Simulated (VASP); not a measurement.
Input of a VASP 6.6.1 run:

POSCAR

```
Cu
1.0
   -1.4427933200      1.3345838210      1.3760814500
    1.4427933200     -1.3345838210      1.3760814500
    1.4427933200      1.3345838210     -1.3760814500
Cu
1
Direct
    0.0000000000      0.0000000000      0.0000000000
```

File INCAR.step1:

```
PREC = Accurate
ENCUT = 520
ISMEAR = 0
SIGMA = 0.15
LREAL = False
LASPH = True
NELM = 80
NBANDS = 12
GGA = PE
ALGO = Normal
EDIFF = 1E-4
LWAVE = True
LCHARG = False
```

The input INCAR.step2:

```
PREC = Accurate
ENCUT = 520
EDIFF = 1E-6
ISMEAR = 0
SIGMA = 0.15
LREAL = False
LASPH = True
NELM = 80
ALGO = Normal
ISIF = 2
LWAVE = False
LCHARG = True
METAGGA = R2SCAN
LMIXTAU = True
LELF = True
LVHAR = True
NBANDS = 12
ISTART = 1
```

The input KPOINTS:

```
regular mesh
0
Gamma
  24 24 24
```

Potentials or basis: VASP PAW PBE potentials, release 64 (Cu).

The run is started by

```bash
$ cat potpaw_PBE.64/Cu/POTCAR > POTCAR
$ cp INCAR.step1 INCAR
$ mpirun -np 1 vasp_std > vasp.out
$ cp INCAR.step2 INCAR
$ mpirun -np 1 vasp_std > vasp.out
```

Problem. Estimate the pressure.

Solution. 16.5 GPa.

Problem. What does it give for the band gap on the k mesh?

Solution. Zero (an odd number of electrons rules out a gap without spin polarisation).

Stress tensor (GPa, compression positive):
```
17.01  0.00  0.00
 0.00 16.60  0.00
 0.00  0.00 15.80
```

Caveat: the cell differs from its parent crystal (strain -0.0750 x Voigt [0, 1, 0, 0, 0, 0]); the cell stands under pressure; the PAW data sets were made with another functional, which shifts forces and pressure a little.
